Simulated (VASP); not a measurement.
The system is BN.

```
CELL_PARAMETERS angstrom
0.00000 3.49532 2.16609
1.25163 0.00000 2.16609
1.25163 3.49532 0.00000
ATOMIC_POSITIONS crystal
N 0.66665 0.66665 0.33335
B 0.00005 0.00005 0.99995
```

Base run:

```yaml
Program: VASP 6.6.1
Functional: PBE
Potentials_or_basis: VASP PAW PBE potentials, release 64 (N, B)
Cutoff: 520 eV
k_mesh: 8 × 8 × 8
Occupations: fermi-dirac, width 0.05 eV
Spin: no spin polarisation
```

Its results: band gap on the k mesh 3.82 eV, indirect (least direct gap 4.80 eV); pressure 3.3 GPa; largest force 0.010 eV/Å.

Q: The run is repeated on the same cell with these changes: k mesh from 8 × 8 × 8 to 13 × 13 × 13. What comes out?

A: Band gap on the k mesh 3.90 eV, indirect (least direct gap 4.65 eV); pressure 3.3 GPa; largest force 0.010 eV/Å.

A k mesh can miss the band edges.
